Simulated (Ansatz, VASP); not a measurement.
## SnO2 in VASP and in Ansatz

INCAR

```
SYSTEM = SnO2
PREC     = Accurate       ! precision mode
ENCUT    = 520            ! plane-wave cutoff, eV
EDIFF    = 1E-6           ! SCF threshold, eV
ISMEAR   = 0              ! smearing method
SIGMA    = 0.05           ! smearing width, eV
LREAL    = .FALSE.        ! projectors in reciprocal space
LASPH    = .TRUE.         ! aspherical terms in the spheres
NELM     = 80             ! most SCF steps
ALGO     = Normal         ! electronic algorithm
ISIF     = 2              ! what is computed and relaxed
LWAVE    = .FALSE.        ! write WAVECAR
LCHARG   = .TRUE.         ! write CHGCAR
GGA      = CA             ! functional
LELF     = .TRUE.         ! ELF
LVHAR    = .TRUE.       
NBANDS   = 35             ! bands
```

The input KPOINTS:

```
Automatic mesh
0
G
  10 10 10
  0 0 0
```

File POSCAR:

```
SnO2
1.0
   -1.9066685150      1.9066685150      4.8865610787
    1.9066685150     -1.9066685150      4.8865610787
    1.9066685150      1.9066685150     -4.8865610787
Sn O
2 4
Direct
    0.7500000000      0.2500000000      0.5000000000
    0.0000000000      0.0000000000      0.0000000000
    0.7969975834      0.7969975834      0.0000000000
    0.9530024166      0.4530024166      0.5000000000
    0.2030024166      0.2030024166      0.0000000000
    0.5469975834      0.0469975834      0.5000000000
```

Input for Ansatz:

```yaml
crystal:
  lattice:
    - [-1.906668515, 1.906668515, 4.8865610787]
    - [1.906668515, -1.906668515, 4.8865610787]
    - [1.906668515, 1.906668515, -4.8865610787]
  atoms:
    - { symbol: Sn, position: [0.75, 0.25, 0.5] }
    - { symbol: Sn, position: [0.0, 0.0, 0.0] }
    - { symbol: O, position: [0.7969975834, 0.7969975834, 0.0] }
    - { symbol: O, position: [0.9530024166, 0.4530024166, 0.5] }
    - { symbol: O, position: [0.2030024166, 0.2030024166, 0.0] }
    - { symbol: O, position: [0.5469975834, 0.0469975834, 0.5] }
basis:
  ecutwfc: 420
kpoints:
  mp_grid: { grid: [10, 10, 10] }
hamiltonian:
  xc: lda
scf:
  occupations: { method: gaussian, width: 0.05 }
output:
  forces: true
  stress: true
  eigenvalues: true
```

Change from the starting cell: strain -0.040 along x and y, -0.040 along z, atoms carried along.

Alike in both runs: task single point; functional LDA; k mesh 10 × 10 × 10; occupations gaussian, width 0.05 eV; no spin polarisation.

|  | VASP | Ansatz |
| --- | --- | --- |
| version | VASP 6.6.1 | Ansatz 0.2.0 |
| potentials or method | VASP PAW LDA potentials, release 64 (Sn_d, O), cutoff 520 eV | scalar-relativistic, plane waves, PAW |
| valence electrons in the cell | 52 | 52 |

|  | VASP | Ansatz | Ansatz less VASP |
| --- | --- | --- | --- |
| gap on the k mesh at the Fermi level (eV) | 3.14 | 3.11 | -0.035 |
| least direct gap on the mesh (eV) | 3.69 | 3.65 | -0.041 |
| pressure (GPa) | 32.1 | 30.6 | -1.48 |
| traceless stress, the component that is largest in VASP (GPa) | 4.14 | 3.75 | -0.381 |
| rms of the force components (eV/Å) | 0.473 | 0.445 | -0.0273 |

LDA's correlation is that of Perdew and Zunger in VASP and of Perdew and Wang (1992) in Ansatz. Atom by atom the forces differ by 0.027 eV/Å (rms over components). Both programs put the cell under a high pressure, so it lies far from rest at this level.
